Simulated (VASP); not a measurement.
The system is Hf4O3.

```xyz
7
Lattice="-2.2863 2.2863 4.4993 2.2863 -2.2863 4.4993 2.2863 2.2863 -4.4993" Properties=species:S:1:pos:R:3 pbc="T T T"
Hf    2.2863    0.0000    0.0000
Hf    0.0000    0.0000    6.6347
Hf    0.0000    0.0000    2.3638
Hf    0.0000    2.2863    0.0000
O     2.2863    0.0000    2.2496
O     0.0000    2.2863    2.2496
O     0.0000    0.0000    0.0000
```

The cell was generated, and may not be a known phase.

- Program: VASP 6.6.1
- Task: relaxation of cell and atoms
- Functional: PBE
- Potentials or basis: VASP PAW PBE potentials, release 64 (Hf_pv, O)
- Cutoff: 600 eV
- k mesh: 10 × 10 × 10
- Occupations: gaussian, width 0.1 eV
- Spin: no spin polarisation

At the start: pressure -2.6 GPa; volume 13.44 Å³/atom.

Task: Where does the relaxation end?

Result: Over 7 steps the energy falls by 2.2 meV/atom and the volume is 13.25 Å³/atom (-1.4 %); space group I4/mmm (No. 139, to 0.1 Å) before and after.

The path:
| step | energy change (eV) | largest force (eV/Å) | pressure (GPa) | volume (Å³) |
| --- | --- | --- | --- | --- |
| 1 | 0.0000 | 0.1620 | -2.64 | 94.07 |
| 2 | 0.0044 | 0.1224 | 3.54 | 91.09 |
| 3 | -0.0124 | 0.1463 | 0.12 | 92.68 |
| 4 | -0.0140 | 0.0994 | 0.06 | 92.69 |
| 5 | -0.0154 | 0.0051 | 0.01 | 92.72 |
| 6 | -0.0154 | 0.0019 | 0.02 | 92.72 |
| 7 | -0.0155 | 0.0010 | -0.03 | 92.74 |

Final structure:
```xyz
7
Lattice="-2.2733 2.2733 4.4863 2.2733 -2.2733 4.4863 2.2733 2.2733 -4.4863" Properties=species:S:1:pos:R:3 pbc="T T T"
Hf    2.2733    0.0000    0.0000
Hf    0.0000    0.0000    6.6399
Hf    0.0000    0.0000    2.3328
Hf    0.0000    2.2733    0.0000
O     2.2733    0.0000    2.2432
O     0.0000    2.2733    2.2432
O     2.2733    2.2733   -4.4863
```
